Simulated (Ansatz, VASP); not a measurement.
PtS2: VASP beside Ansatz

File INCAR:

```
PREC     = Accurate       # precision mode
ENCUT    = 520            # plane-wave cutoff, eV
EDIFF    = 1E-6           # SCF threshold, eV
ISMEAR   = 0              # smearing method
SIGMA    = 0.05           # smearing width, eV
LREAL    = F              # projectors in reciprocal space
LASPH    = T              # aspherical terms in the spheres
NELM     = 60             # most SCF steps
ALGO     = Normal         # electronic algorithm
ISIF     = 2              # what is computed and relaxed
LWAVE    = F              # write WAVECAR
LCHARG   = F              # write CHGCAR
GGA      = PS             # functional
NBANDS   = 18             # bands
```

The input KPOINTS:

```
regular mesh
0
Gamma
  12 12 8
```

POSCAR

```
PtS2
1.0
    3.5431994758      0.0000000000      0.0000000000
   -1.7715997379      3.0685007567      0.0000000000
    0.0000000000      0.0000000000      5.0388000000
Pt S
1 2
Direct
    0.0000000000      0.0000000000      0.0000000000
    0.3333333333      0.6666666667      0.2202310074
    0.6666666667      0.3333333333      0.7500000000
```

Input for Ansatz:

```yaml
crystal:
  lattice:
    - [3.5431994758, 0.0, 0.0]
    - [-1.7715997379, 3.0685007567, 0.0]
    - [0.0, 0.0, 5.0388]
  atoms:
    - { symbol: Pt, position: [0.0, 0.0, 0.0] }
    - { symbol: S, position: [0.3333333333, 0.6666666667, 0.2202310074] }
    - { symbol: S, position: [0.6666666667, 0.3333333333, 0.75] }
basis:
  ecutwfc: 420
kpoints:
  mp_grid: { grid: [12, 12, 8] }
hamiltonian:
  xc: pbesol
scf:
  occupations: { method: gaussian, width: 0.05 }
output:
  forces: true
  stress: true
  eigenvalues: true
```

Alike in both runs: task single point; functional PBEsol; k mesh 12 × 12 × 8; occupations gaussian, width 0.05 eV; no spin polarisation.

```csv
,VASP,Ansatz
version,VASP 6.6.1,Ansatz 0.2.0
potentials or method,"VASP PAW PBE potentials, release 64 (Pt, S), cutoff 520 eV","scalar-relativistic, plane waves, PAW"
valence electrons in the cell,22,30
```

Ansatz gave:

- gap on the k mesh at the Fermi level (eV): 0.63
- least direct gap on the mesh (eV): 0.79
- pressure (GPa): 3.1
- traceless stress, the component that is largest in VASP (GPa): -0.90
- rms of the force components (eV/Å): 0.631

Question: What did VASP give for the same quantities?

Answer: gap on the k mesh at the Fermi level (eV): 0.63; least direct gap on the mesh (eV): 0.80; pressure (GPa): 2.8; traceless stress, the component that is largest in VASP (GPa): -0.77; rms of the force components (eV/Å): 0.630.

VASP's potentials were made for PBE, not for PBEsol. Atom by atom the forces differ by 0.011 eV/Å (rms over components). VASP's potentials hold 22 valence electrons a cell and Ansatz's 30, so a difference there can come from the potentials and not from the codes.

Neither program's run includes spin-orbit coupling.
